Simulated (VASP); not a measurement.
# Bi (Pm-3m) in VASP: further runs

The runs below take Bi through single point, relaxation of cell and atoms, with PBE.

Everything below comes from runs of VASP 6.6.1. Logs are shortened: lines on timing, memory, paths and dates and some standing lists are left out, and cuts for length are marked.

## 1. The cell of the first run

The structure is cubic, space group Pm-3m (No. 221). Conventional cell: a = 3.164 Å, b = 3.164 Å, c = 3.164 Å, α = 90.00°, β = 90.00°, γ = 90.00°. Bi (site symmetry m-3m) has 6 Bi at 3.16 Å within 4.2 Å.

## 2. Single point, PBE

INCAR

```
ALGO     = Normal         # electronic algorithm
EDIFF    = 1E-6           # SCF threshold, eV
ENCUT    = 520            # plane-wave cutoff, eV
GGA      = PE             # functional
ISIF     = 2              # what is computed and relaxed
ISMEAR   = -1             # smearing method
LASPH    = T              # aspherical terms in the spheres
LCHARG   = F              # write CHGCAR
LREAL    = F              # projectors in reciprocal space
LWAVE    = F              # write WAVECAR
NBANDS   = 14             # bands
NELM     = 80             # most SCF steps
PREC     = Accurate       # precision mode
SIGMA    = 0.08           # smearing width, eV
```

KPOINTS

```
k-points
0
Gamma
  12 12 12
```

POSCAR

```
Bi
1.0
    3.1639882396      0.0000000000      0.0000000000
    0.0000000000      3.1639882396      0.0000000000
    0.0000000000      0.0000000000      3.1639882396
Bi
1
Direct
    0.0000000000      0.0000000000      0.0000000000
```

Potentials or basis: VASP PAW PBE potentials, release 64 (Bi_d).

Command:

```
$ cat potpaw_PBE.64/Bi_d/POTCAR > POTCAR
$ mpirun -np 1 vasp_std > vasp.out
```

OUTCAR:

```text
EDIFF = 1E-6
   ENCUT = 520
   GGA = PE
   ISIF = 2
   ISMEAR = -1
   LASPH = T
   LREAL = F
   NELM = 80
   PREC = Accurate

 ion  position               nearest neighbor table
   1  0.000  0.000  0.000-

  LATTYP: Found a simple cubic cell.
 ALAT       =     3.1639882396

  Lattice vectors:

 A1 = (   3.1639882396,   0.0000000000,   0.0000000000)
 A2 = (   0.0000000000,   3.1639882396,   0.0000000000)
 A3 = (   0.0000000000,   0.0000000000,   3.1639882396)

Analysis of symmetry for initial positions (statically):
=====================================================================
 Subroutine PRICEL returns:
 Original cell was already a primitive cell.

 Routine SETGRP: Setting up the symmetry group for a
 simple cubic supercell.

 Subroutine GETGRP returns: Found 48 space group operations
 (whereof 48 operations were pure point group operations)
 out of a pool of 48 trial point group operations.

The static configuration has the point symmetry O_h .

Analysis of symmetry for dynamics (positions and initial velocities):
=====================================================================
 Subroutine PRICEL returns:
 Original cell was already a primitive cell.

 Routine SETGRP: Setting up the symmetry group for a
 simple cubic supercell.

 Subroutine GETGRP returns: Found 48 space group operations
 (whereof 48 operations were pure point group operations)
 out of a pool of 48 trial point group operations.

The dynamic configuration has the point symmetry O_h .

 Subroutine INISYM returns: Found 48 space group operations
 (whereof 48 operations are pure point group operations),
 and found     1 'primitive' translations

----------------------------------------------------------------------------------------

                                     Primitive cell

  volume of cell :      31.6741

  direct lattice vectors                    reciprocal lattice vectors
     3.163988240  0.000000000  0.000000000     0.316056801  0.000000000  0.000000000
     0.000000000  3.163988240  0.000000000     0.000000000  0.316056801  0.000000000
     0.000000000  0.000000000  3.163988240     0.000000000  0.000000000  0.316056801

  length of vectors
     3.163988240  3.163988240  3.163988240     0.316056801  0.316056801  0.316056801

  position of ions in fractional coordinates (direct lattice)
     0.000000000  0.000000000  0.000000000

  ion indices of the primitive-cell ions
   primitive index   ion index
                 1           1

----------------------------------------------------------------------------------------

[... 75 lines left out ...]
   ISIF   =      2    stress and relaxation
   ISYM   =      2    0-nonsym 1-usesym 2-fastsym
   POTIM  = 0.5000    time-step for ionic-motion
   TEBEG  =    0.0;   TEEND  =   0.0 temperature during run
   PSTRESS=    0.0 pullay stress
   NELECT =      15.0000    total number of electrons
   NUPDOWN=      -1.0000    fix difference up-down
   EMIN   =  10.00;   EMAX   =-10.00  energy-range for DOS
   EFERMI =   0.00;   METHOD = LEGACY
   ISMEAR =    -1;   SIGMA  =   0.08  broadening in eV -4-tet -1-fermi 0-gaus
   EFERMI_NEDOS =   21; number of points for ismear=-14 and -15
   IALGO  =     38    algorithm
   IMIX   =      4    mixing-type and parameters
     AMIX     =   0.40;   BMIX     =  1.00
     AMIX_MAG =   1.60;   BMIX_MAG =  1.00
  volume/ion in A,a.u.               =      31.67       213.75
  Fermi-wavevector in a.u.,A,eV,Ry     =   1.276058  2.411400 22.154691  1.628324
  Thomas-Fermi vector in A             =   2.408735
   LORBIT       =      0    0 simple, 1 ext, 2 COOP (PROOUT), +10 PAW based schemes
   GGA     = PE    functional components
   LHFCALC =     F    Hartree Fock is set to
   AEXX    =    0.0000 exact exchange contribution
   IVDW    =     0    specifies the selected vdW correction
   LEPSILON=     F    determine dielectric tensor
   LRPA    =     F    only Hartree local field effects (RPA)
 non-spin polarized calculation
  energy-cutoff  :      520.00
  volume of cell :       31.67
 maximum number of plane-waves:       876
 NGX is ok and might be reduce to    24
   NGX = 11   NGY = 11   NGZ = 11

 number of electron      15.0000006 magnetization

 Free energy of the ion-electron system (eV)
  ---------------------------------------------------
  ext. energy  EPLUGINS =         0.00000000
  ---------------------------------------------------
  free energy    TOTEN  =        -3.77987738 eV

  energy without entropy =       -3.76671260  energy(sigma->0) =       -3.77329499

 E-fermi :   7.6556     XC(G=0): -10.0632

 val. band max:        7.6385917211   @ k =   0.4167   0.4167   0.3333
 cond. band min:       7.6595947045   @ k =   0.4167   0.2500   0.0833
 fundamental gap:      0.0210029834
 Fermi energy:         7.6555573297

 k-point     1 :       0.0000    0.0000    0.0000
  band No.  band energies     occupation
      1     -15.5182      2.00000
      2     -15.5182      2.00000
      3     -15.0987      2.00000
      4     -15.0987      2.00000
      5     -15.0987      2.00000
      6      -6.0981      2.00000
      7      10.9331      0.00000
      8      10.9331      0.00000
      9      10.9331      0.00000
     10      14.3489      0.00000
     11      15.6506      0.00000
     12      15.6506      0.00000
     13      24.8002      0.00000
     14      24.8002      0.00000
[... 377 lines left out ...]
      1     -15.3656      2.00000
      2     -15.3067      2.00000
      3     -15.1916      2.00000
      4     -15.1702      2.00000
      5     -15.0452      2.00000
      6      -2.7826      2.00000
      7       3.9649      2.00000
      8       5.7605      2.00000
      9      11.9301      0.00000
     10      14.4251      0.00000
     11      18.2833      0.00000
     12      19.9190      0.00000
     13      21.5239      0.00000
     14      22.9377      0.00000

 [... further k-points ...]
[... 5 lines left out ...]
  --------------------------------------------------------------------------------------
  -------------------------------------------------------------------------------------
  Total        1.2291354      1.2291354      1.2291354      0.0000000      0.0000000      0.0000000
  in kB       62.1735604     62.1735604     62.1735604      0.0000000      0.0000000      0.0000000
  external PRESSURE =      62.1735604 kB  Pullay stress =       0.0000000 kB

 VOLUME and BASIS-vectors are now :
 -----------------------------------------------------------------------------
  energy-cutoff  :      520.00
  volume of cell :       31.67
      direct lattice vectors                 reciprocal lattice vectors
     3.163988240  0.000000000  0.000000000     0.316056801  0.000000000  0.000000000
     0.000000000  3.163988240  0.000000000     0.000000000  0.316056801  0.000000000
     0.000000000  0.000000000  3.163988240     0.000000000  0.000000000  0.316056801

 POSITION                                       TOTAL-FORCE (eV/Angst)
 -----------------------------------------------------------------------------------
      0.00000      0.00000      0.00000         0.000000      0.000000      0.000000
 -----------------------------------------------------------------------------------
    total drift:                               -0.000000      0.000000     -0.000000

  FREE ENERGIE OF THE ION-ELECTRON SYSTEM (eV)
  ---------------------------------------------------
  free  energy   TOTEN  =        -3.7798773786 eV

  energy  without entropy=       -3.7667125975  energy(sigma->0) =       -3.77329499
```

It took 21 s on 1 thread of AMD EPYC 9R14 (Zen 4), shared host; peak memory 0.13 GiB.

What came out:

```
Free energy : -3.7799 eV
Pressure    : 6.2 GPa
```

Caveat: spin-orbit coupling is left out, which moves the levels of the heavy elements.

## 3. Single point, PBE

INCAR

```
SYSTEM = Bi
  PREC = Accurate
  ENCUT = 520
  EDIFF = 1E-6
  ISMEAR = -1
  SIGMA = 0.08
  LREAL = .FALSE.
  LASPH = .TRUE.
  NELM = 60
  ALGO = Normal
  ISIF = 2
  LWAVE = .FALSE.
  LCHARG = .FALSE.
  GGA = PE
  NBANDS = 14
```

KPOINTS

```
Automatic mesh
0
G
  12 12 12
  0 0 0
```

POSCAR is that of step 2.

Potentials or basis: VASP PAW PBE potentials, release 64 (Bi_d).

Command:

```
$ cat potpaw_PBE.64/Bi_d/POTCAR > POTCAR
$ mpirun -np 1 vasp_std > vasp.out
```

OUTCAR:

```text
SYSTEM = Bi
   PREC = Accurate
   ENCUT = 520
   EDIFF = 1E-6
   ISMEAR = -1
   LREAL = .FALSE.
   LASPH = .TRUE.
   NELM = 60
   ISIF = 2
   GGA = PE

 ion  position               nearest neighbor table
   1  0.000  0.000  0.000-

  LATTYP: Found a simple cubic cell.
 ALAT       =     3.1639882396

  Lattice vectors:

 A1 = (   3.1639882396,   0.0000000000,   0.0000000000)
 A2 = (   0.0000000000,   3.1639882396,   0.0000000000)
 A3 = (   0.0000000000,   0.0000000000,   3.1639882396)

Analysis of symmetry for initial positions (statically):
=====================================================================
 Subroutine PRICEL returns:
 Original cell was already a primitive cell.

 Routine SETGRP: Setting up the symmetry group for a
 simple cubic supercell.

 Subroutine GETGRP returns: Found 48 space group operations
 (whereof 48 operations were pure point group operations)
 out of a pool of 48 trial point group operations.

The static configuration has the point symmetry O_h .

Analysis of symmetry for dynamics (positions and initial velocities):
=====================================================================
[... 161 lines left out ...]
 Fermi energy:         7.6555573297

 k-point     1 :       0.0000    0.0000    0.0000
  band No.  band energies     occupation
      1     -15.5182      2.00000
      2     -15.5182      2.00000
      3     -15.0987      2.00000
      4     -15.0987      2.00000
      5     -15.0987      2.00000
      6      -6.0981      2.00000
      7      10.9331      0.00000
      8      10.9331      0.00000
      9      10.9331      0.00000
     10      14.3489      0.00000
     11      15.6506      0.00000
     12      15.6506      0.00000
     13      24.8002      0.00000
     14      24.8002      0.00000
[... 377 lines left out ...]
      1     -15.3656      2.00000
      2     -15.3067      2.00000
      3     -15.1916      2.00000
      4     -15.1702      2.00000
      5     -15.0452      2.00000
      6      -2.7826      2.00000
      7       3.9649      2.00000
      8       5.7605      2.00000
      9      11.9301      0.00000
     10      14.4251      0.00000
     11      18.2833      0.00000
     12      19.9190      0.00000
     13      21.5239      0.00000
     14      22.9377      0.00000

 [... further k-points ...]
[... 5 lines left out ...]
  --------------------------------------------------------------------------------------
  -------------------------------------------------------------------------------------
  Total        1.2291354      1.2291354      1.2291354      0.0000000      0.0000000      0.0000000
  in kB       62.1735604     62.1735604     62.1735604      0.0000000      0.0000000      0.0000000
  external PRESSURE =      62.1735604 kB  Pullay stress =       0.0000000 kB

 VOLUME and BASIS-vectors are now :
 -----------------------------------------------------------------------------
  energy-cutoff  :      520.00
  volume of cell :       31.67
      direct lattice vectors                 reciprocal lattice vectors
     3.163988240  0.000000000  0.000000000     0.316056801  0.000000000  0.000000000
     0.000000000  3.163988240  0.000000000     0.000000000  0.316056801  0.000000000
     0.000000000  0.000000000  3.163988240     0.000000000  0.000000000  0.316056801

 POSITION                                       TOTAL-FORCE (eV/Angst)
 -----------------------------------------------------------------------------------
      0.00000      0.00000      0.00000         0.000000      0.000000      0.000000
 -----------------------------------------------------------------------------------
    total drift:                               -0.000000      0.000000     -0.000000

  FREE ENERGIE OF THE ION-ELECTRON SYSTEM (eV)
  ---------------------------------------------------
  free  energy   TOTEN  =        -3.7798773786 eV

  energy  without entropy=       -3.7667125975  energy(sigma->0) =       -3.77329499
```

OSZICAR:

```text
N       E                     dE             d eps       ncg     rms          rms(c)
DAV:   1     0.115927651617E+03    0.11593E+03   -0.76559E+03  2394   0.124E+03
DAV:   2     0.312537743029E+01   -0.11280E+03   -0.10895E+03  2514   0.341E+02
DAV:   3    -0.361709661522E+01   -0.67425E+01   -0.67149E+01  2976   0.815E+01
DAV:   4    -0.377383649779E+01   -0.15674E+00   -0.15669E+00  2992   0.132E+01
DAV:   5    -0.378107976098E+01   -0.72433E-02   -0.72431E-02  3450   0.261E+00    0.624E-01
DAV:   6    -0.377971593640E+01    0.13638E-02   -0.50130E-03  3258   0.985E-01    0.368E-01
DAV:   7    -0.377980419237E+01   -0.88256E-04   -0.33585E-03  3180   0.885E-01    0.756E-02
DAV:   8    -0.377988055869E+01   -0.76366E-04   -0.44213E-04  3072   0.300E-01    0.853E-03
DAV:   9    -0.377987823116E+01    0.23275E-05   -0.13133E-05  3146   0.473E-02    0.490E-03
DAV:  10    -0.377987692888E+01    0.13023E-05   -0.20888E-06  2762   0.137E-02    0.861E-04
DAV:  11    -0.377987737855E+01   -0.44967E-06   -0.30342E-07  1980   0.799E-03
   1 F= -.37798774E+01 E0= -.37732950E+01  d E =-.131648E-01
```

It took 20 s on 1 thread of AMD EPYC 9R14 (Zen 4), shared host; peak memory 0.13 GiB.

Results:

```
Free energy : -3.7799 eV
Pressure    : 6.2 GPa
```

Caveat: spin-orbit coupling is left out, which moves the levels of the heavy elements.

## 4. Relaxation of cell and atoms, PBE, target pressure 6.3 GPa, at which the enthalpy is minimised

This run uses another cell than the first one, of 30.75 Å³/atom, 0.971 times its volume.

INCAR

```
SYSTEM = Bi
PREC = Accurate ; ENCUT = 600
EDIFF = 1E-7 ; ISMEAR = -1
SIGMA = 0.08 ; LREAL = .False.
LASPH = .True. ; NELM = 100
ALGO = Normal ; ISIF = 3
LWAVE = .False. ; LCHARG = .False.
GGA = PE ; IBRION = 2
NSW = 60 ; EDIFFG = -0.005
PSTRESS = 63.0
```

KPOINTS

```
regular mesh
0
Gamma
  12 12 12
  0 0 0
```

POSCAR

```
Bi
1.0
    3.1327993774      0.0000000000      0.0000000000
    0.0000000000      3.1327993774      0.0000000000
    0.0000000000      0.0000000000      3.1327993774
Bi
1
Direct
    0.0000000000      0.0000000000      0.0000000000
```

Command:

```
$ cat potpaw_PBE.64/Bi_d/POTCAR > POTCAR
$ mpirun -np 1 vasp_std > vasp.out
```

It took 65 s on 1 thread of AMD EPYC 9R14 (Zen 4), shared host; peak memory 0.15 GiB.

The run converged. Its results:

* Free energy: -3.7794 eV
* Relaxed volume: 31.67 Å³/atom
* Relaxed cell: a = 3.164 Å, b = 3.164 Å, c = 3.164 Å, α = 90.00°, β = 90.00°, γ = 90.00°
* Space group after relaxing (to 0.05 Å): Pm-3m (No. 221)
* Energy change on relaxing (the enthalpy is what falls): -42.6 meV/atom
* Ionic steps: 3
* Pressure after relaxing: 6.3 GPa

Step by step:
```csv
step,energy change (eV),largest force (eV/Å),pressure (GPa),volume (Å³)
1,0.0000,0.0000,8.62,30.75
2,-0.0775,0.0000,3.90,32.77
3,-0.0426,0.0000,6.29,31.67
```

Final structure:
```yaml
crystal:
  lattice:
    - [3.16374, 0.00000, 0.00000]
    - [0.00000, 3.16374, 0.00000]
    - [0.00000, 0.00000, 3.16374]
  atoms:
    - { symbol: Bi, position: [0.00000, 0.00000, 0.00000] }
```

Levels at points of the mesh, in eV from the Fermi level:
| k point | band 3 | band 4 | band 5 | band 6 | band 7 | band 8 | band 9 | band 10 | band 11 |
| --- | --- | --- | --- | --- | --- | --- | --- | --- | --- |
| (0.00, 0.00, 0.00) | -22.75 | -22.75 | -22.75 | -13.76 | 3.28 | 3.28 | 3.28 | 6.69 | 8.00 |
| (0.50, 0.00, 0.00) | -22.86 | -22.83 | -22.75 | -11.57 | -5.55 | 5.42 | 5.42 | 9.80 | 10.28 |
| (0.50, 0.50, 0.00) | -22.85 | -22.85 | -22.61 | -9.40 | -3.51 | -3.51 | 2.47 | 7.71 | 12.05 |
| (0.50, 0.50, 0.50) | -22.99 | -22.60 | -22.60 | -7.16 | -1.57 | -1.57 | -1.57 | 5.31 | 5.31 |

Caveat: the cell is relaxed towards a set pressure, so the enthalpy falls and the energy may rise; spin-orbit coupling is left out, which moves the levels of the heavy elements.

(Part 1 of 2 ends here.)
